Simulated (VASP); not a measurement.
Here is a VASP 6.6.1 calculation.

INCAR

```
PREC = Accurate
ENCUT = 520
EDIFF = 1E-6
ISMEAR = -1
SIGMA = 0.05
LREAL = Auto
LASPH = T
NELM = 80
ALGO = Normal
ISIF = 2
LWAVE = F
LCHARG = F
GGA = PE
NBANDS = 72
```

File KPOINTS:

```
regular mesh
0
Gamma
  3 3 3
```

The input POSCAR:

```
Sr7O8
1.0
    0.0000000000      5.1662960000      5.1662960000
    5.1662960000      0.0000000000      5.1662960000
    5.1662960000      5.1662960000      0.0000000000
Sr O
7 8
Direct
    0.2492481073      0.2491060326      0.2513856155
    0.2492281704      0.2490810631      0.7515100761
    0.2493699548      0.7491763925      0.7513079003
    0.7491846189      0.2490553193      0.2514887842
    0.7492542046      0.2492501398      0.7513305471
    1.2490609326      0.7490740949      0.2514767834
    0.7492496558      0.7491112588      0.7516511830
    0.0150578867      0.0150882760     -0.0144146793
   -0.0007992186     -0.0008617392      0.5015074630
    0.0152300604      0.4831544689     -0.0144374229
    0.0151400539      0.4831519526      0.5174879643
    0.4832531856      0.0150212067     -0.0143679340
    0.4833521928      0.0150799528      0.5174048293
    0.4992325256      0.4991413578      0.0014915909
    0.4832100213      0.4832587990      0.5174260244
```

Potentials or basis: VASP PAW PBE potentials, release 64 (Sr_sv, O).

Launch:

```bash
$ cat potpaw_PBE.64/Sr_sv/POTCAR potpaw_PBE.64/O/POTCAR > POTCAR
$ mpirun -np 1 vasp_std > vasp.out
```

Question: Estimate the band gap on the k mesh.

Answer: Zero (band 59 reaches 0.68 eV, above the bottom of band 60 at 0.58 eV).

Question: What does it give for the largest force?

Answer: 0.047 eV/Å.

Question: Estimate the pressure.

Answer: 1.6 GPa.

Forces on the atoms (eV/Å):
```
Sr   0.001  0.002  0.000
Sr   0.000 -0.001  0.001
Sr   0.001 -0.001 -0.002
Sr   0.001  0.000  0.001
Sr   0.001  0.002 -0.002
Sr   0.002  0.002  0.001
Sr   0.000 -0.001  0.000
O   -0.002  0.000 -0.046
O   -0.002 -0.001  0.002
O    0.045  0.000  0.000
O   -0.001 -0.043  0.002
O   -0.001  0.044  0.001
O   -0.042 -0.001  0.000
O   -0.001 -0.002  0.001
O   -0.002 -0.001  0.041
```
